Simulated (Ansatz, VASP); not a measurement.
# HgTe: VASP beside Ansatz

The input INCAR:

```
  ALGO = Normal
  EDIFF = 1E-6
  ENCUT = 500
  GGA = PE
  GGA_COMPAT = F
  ISIF = 2
  ISMEAR = 0
  LASPH = T
  LCHARG = F
  LREAL = F
  LWAVE = F
  NBANDS = 16
  NELM = 120
  PREC = Accurate
  SIGMA = 0.15
```

The input KPOINTS:

```
k-points
0
Gamma
  10 10 10
```

POSCAR

```
HgTe
1.0
    0.0000000000      3.3247980880      3.3247980880
    3.3247980880      0.0000000000      3.3247980880
    3.3247980880      3.3247980880      0.0000000000
Hg Te
1 1
Direct
   -0.0141422191      0.0082082124      0.0162985596
    0.7641422191      0.7417917876      0.7337014404
```

Input for Ansatz:

```yaml
crystal:
  lattice:
    - [0.0, 3.324798088, 3.324798088]
    - [3.324798088, 0.0, 3.324798088]
    - [3.324798088, 3.324798088, 0.0]
  atoms:
    - { symbol: Hg, position: [-0.0141422191, 0.0082082124, 0.0162985596] }
    - { symbol: Te, position: [0.7641422191, 0.7417917876, 0.7337014404] }
basis:
  ecutwfc: 420
kpoints:
  mp_grid: { grid: [10, 10, 10] }
hamiltonian:
  xc: pbe
scf:
  occupations: { method: gaussian, width: 0.15 }
output:
  forces: true
  stress: true
  eigenvalues: true
```

Change from the starting cell: all atoms moved at random, sigma 0.1 Å a component.

Alike in both runs: task single point; functional PBE; k mesh 10 × 10 × 10; occupations gaussian, width 0.15 eV; no spin polarisation.

|  | VASP | Ansatz |
| --- | --- | --- |
| version | VASP 6.6.1 | Ansatz 0.2.0 |
| potentials or method | VASP PAW PBE potentials, release 64 (Hg, Te), cutoff 500 eV | scalar-relativistic, plane waves, PAW |
| valence electrons in the cell | 18 | 36 |

Ansatz gave:

* gap on the k mesh at the Fermi level (eV): none
* pressure (GPa): 0.4
* traceless stress, the component that is largest in VASP (GPa): -1.28
* rms of the force components (eV/Å): 0.277

Task: What did VASP give for the same quantities?

Result: gap on the k mesh at the Fermi level (eV): none; pressure (GPa): 0.4; traceless stress, the component that is largest in VASP (GPa): -1.32; rms of the force components (eV/Å): 0.283.

Atom by atom the forces differ by 0.006 eV/Å (rms over components). A gap of «none» marks a metal or a gap that the smearing closes. With one functional, cell and mesh, what is left measures potentials, basis and numerics. VASP's potentials hold 18 valence electrons a cell and Ansatz's 36, so a difference there can come from the potentials and not from the codes.

Spin-orbit coupling is off throughout.
